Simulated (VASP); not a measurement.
Wanted: the native input for a VASP 6.6.1 run.

| Quantity | Value |
| --- | --- |
| Task | single point |
| Functional | LDA |
| Potentials or basis | VASP PAW LDA potentials, release 64 (Cs_sv, Cd, Cl) |
| Cutoff | 520 eV |
| k mesh | 6 × 6 × 6 |
| Occupations | gaussian, width 0.05 eV |
| Spin | no spin polarisation |
| Dipole correction | no |
| Further INCAR settings | ALGO = Normal; EDIFF = 1e-06; NBANDS = 29 |

The structure of CsCdCl3 lies in POSCAR:

```
CsCdCl3
1.0
    5.3560000000      0.0000000000      0.0000000000
    0.0000000000      5.3560000000      0.0000000000
    0.0000000000      0.0000000000      5.3560000000
Cs Cd Cl
1 1 3
Direct
    0.0000000000      0.0000000000      0.0000000000
    0.5000000000      0.5000000000      0.5000000000
    0.0000000000      0.5000000000      0.5000000000
    0.5000000000      0.0000000000      0.5000000000
    0.5000000000      0.5000000000      0.0000000000
```

This cell differs from its parent crystal: strain +0.030 along x and y, +0.030 along z.

One way to write it, as run:

INCAR

```
SYSTEM = CsCdCl3
  ALGO = Normal
  EDIFF = 1E-6
  ENCUT = 520
  ISIF = 2
  ISMEAR = 0
  LASPH = .True.
  LCHARG = .True.
  LELF = .True.
  LREAL = .False.
  LVHAR = .True.
  LWAVE = .False.
  NBANDS = 29
  NELM = 80
  PREC = Accurate
  SIGMA = 0.05
```

KPOINTS

```
k-points
0
Gamma
  6 6 6
  0 0 0
```

Potentials or basis: VASP PAW LDA potentials, release 64 (Cs_sv, Cd, Cl).

Run with:

```console
$ cat potpaw_LDA.64/Cs_sv/POTCAR potpaw_LDA.64/Cd/POTCAR potpaw_LDA.64/Cl/POTCAR > POTCAR
$ mpirun -np 1 vasp_std > vasp.out
```

Results of the run:

The pressure is -4.1 GPa and the band gap on the k mesh is 1.38 eV, indirect (least direct gap 1.75 eV).

Caveat: the cell differs from its parent crystal (strain +0.030 along x and y, +0.030 along z); spin-orbit coupling is left out, which moves the levels of the heavy elements.

Run time: 34 s on 1 thread of Intel(R) Xeon(R) 6975P-C (Granite Rapids), on a shared host, peak memory 0.24 GiB.
